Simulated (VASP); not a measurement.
Set up this calculation in VASP 6.6.1, as the native input.

```yaml
Task: relaxation of cell and atoms
Functional: r2SCAN
Potentials_or_basis: VASP PAW PBE potentials, release 64 (Cd, As, Ge_d)
Cutoff: 550 eV
k_mesh: 6 × 6 × 4
Occupations: fermi-dirac, width 0.02 eV
Spin: no spin polarisation
Dipole_correction: no
Further_INCAR_settings: ALGO = Normal; EDIFF = 1e-07; IBRION = 2; EDIFFG = -0.005; NSW = 80; ISIF = 3
```

CdGeAs2:

```xyz
4
Lattice="4.1464 0.0000 0.0000 0.0000 4.1464 0.0000 0.0000 0.0000 6.1513" Properties=species:S:1:pos:R:3 pbc="T T T"
Cd    0.0000    0.0000    0.0000
As    0.0000    2.0732    1.6340
As    2.0732    0.0000    4.5173
Ge    2.0732    2.0732    3.0757
```

The input as run:

POSCAR

```
CdGeAs2
1.0
    4.1464271572      0.0000000000      0.0000000000
    0.0000000000      4.1464271572      0.0000000000
    0.0000000000      0.0000000000      6.1513365469
Cd As Ge
1 2 1
Direct
    0.0000000000      0.0000000000      0.0000000000
    0.0000000000      0.5000000000      0.2656376287
    0.5000000000      0.0000000000      0.7343623713
    0.5000000000      0.5000000000      0.5000000000
```

INCAR.step1

```
  PREC = Accurate
  ENCUT = 550
  ISMEAR = -1
  SIGMA = 0.02
  LREAL = F
  LASPH = T
  NELM = 120
  GGA = PE
  ALGO = Normal
  EDIFF = 1E-5
  LWAVE = T
  LCHARG = F
  GGA_COMPAT = F
  IBRION = 2
  ISIF = 3
  EDIFFG = -0.005
  NELMIN = 4
  NSW = 100
```

INCAR.step2

```
  PREC = Accurate
  ENCUT = 550
  EDIFF = 1E-7
  ISMEAR = -1
  SIGMA = 0.02
  LREAL = F
  LASPH = T
  NELM = 120
  ALGO = Normal
  ISIF = 3
  LWAVE = F
  LCHARG = F
  METAGGA = R2SCAN
  LMIXTAU = T
  IBRION = 2
  NSW = 80
  EDIFFG = -0.005
  ISTART = 1
  GGA_COMPAT = F
  NELMIN = 4
```

KPOINTS

```
Automatic mesh
0
Gamma
  6 6 4
```

Potentials or basis: VASP PAW PBE potentials, release 64 (Cd, As, Ge_d).

Command:

```bash
$ cat potpaw_PBE.64/Cd/POTCAR potpaw_PBE.64/As/POTCAR potpaw_PBE.64/Ge_d/POTCAR > POTCAR
$ cp INCAR.step1 INCAR
$ mpirun -np 1 vasp_std > vasp.out
$ cp INCAR.step2 INCAR
$ mpirun -np 1 vasp_std > vasp.out
```

Results of the run:

```json
{"Relaxed volume": "25.46 Å³/atom", "Relaxed cell": "a = 4.078 Å, b = 4.078 Å, c = 6.124 Å, α = 90.00°, β = 90.00°, γ = 90.00°", "Space group after relaxing (to 0.1 Å)": "P-4m2 (No. 115)", "Energy gained by relaxing": "7.0 meV/atom", "Ionic steps": "10", "Pressure after relaxing": "0.0 GPa", "Band gap on the k mesh": "zero (bands 18 and 19 overlap by 0.30 eV)"}
```

Caveat: semilocal functionals underestimate gaps, and a narrow one can read as zero; the PAW data sets were made with another functional, which shifts forces and pressure a little.

It took 10 min on 1 thread of Intel(R) Xeon(R) 6975P-C (Granite Rapids), with other jobs on the host, peak memory 0.3 GiB.
